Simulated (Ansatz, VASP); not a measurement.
# F in VASP and in Ansatz

Contents of INCAR:

```
SYSTEM = F
  PREC = Accurate
  ENCUT = 520
  EDIFF = 1E-6
  ISMEAR = 0
  SIGMA = 0.01
  LREAL = .False.
  LASPH = .True.
  NELM = 80
  ALGO = Normal
  ISIF = 2
  LWAVE = .False.
  LCHARG = .False.
  GGA = PS
  IBRION = 2
  NSW = 60
  EDIFFG = -0.005
```

File KPOINTS:

```
regular mesh
0
Gamma
  1 1 1
  0 0 0
```

The input POSCAR:

```
F
1.0
   13.0000000000      0.0000000000      0.0000000000
    0.0000000000     13.3000000000      0.0000000000
    0.0000000000      0.0000000000     13.6000000000
F
2
Direct
    0.4453846154      0.5000000000      0.5000000000
    0.5546153846      0.5000000000      0.5000000000
```

Input for Ansatz:

```yaml
crystal:
  lattice:
    - [13.0, 0.0, 0.0]
    - [0.0, 13.3, 0.0]
    - [0.0, 0.0, 13.6]
  atoms:
    - { symbol: F, position: [0.4453846154, 0.5, 0.5] }
    - { symbol: F, position: [0.5546153846, 0.5, 0.5] }
basis:
  ecutwfc: 420
kpoints:
  mp_grid: { grid: [1, 1, 1] }
hamiltonian:
  xc: pbesol
scf:
  occupations: { method: gaussian, width: 0.01 }
output:
  forces: true
  stress: true
  eigenvalues: true
relax:
  adjacent_minimum: "off"
  f_tol: 0.005
  max_steps: 40
```

Alike in both runs: task relaxation of the atoms; functional PBEsol; k mesh 1 × 1 × 1; occupations gaussian, width 0.01 eV; no spin polarisation.

```csv
,VASP,Ansatz
version,VASP 6.6.1,Ansatz 0.2.0
potentials or method,"VASP PAW PBE potentials, release 64 (F), cutoff 520 eV","scalar-relativistic, plane waves, PAW"
valence electrons in the cell,14,14
```

```tsv
	VASP	Ansatz	Ansatz less VASP
gap on the k mesh at the Fermi level, each at its own relaxed structure (eV)	3.51	3.73	+0.217
```

VASP's potentials were made for PBE, not for PBEsol. Ansatz's warnings: stress scf threshold loose.
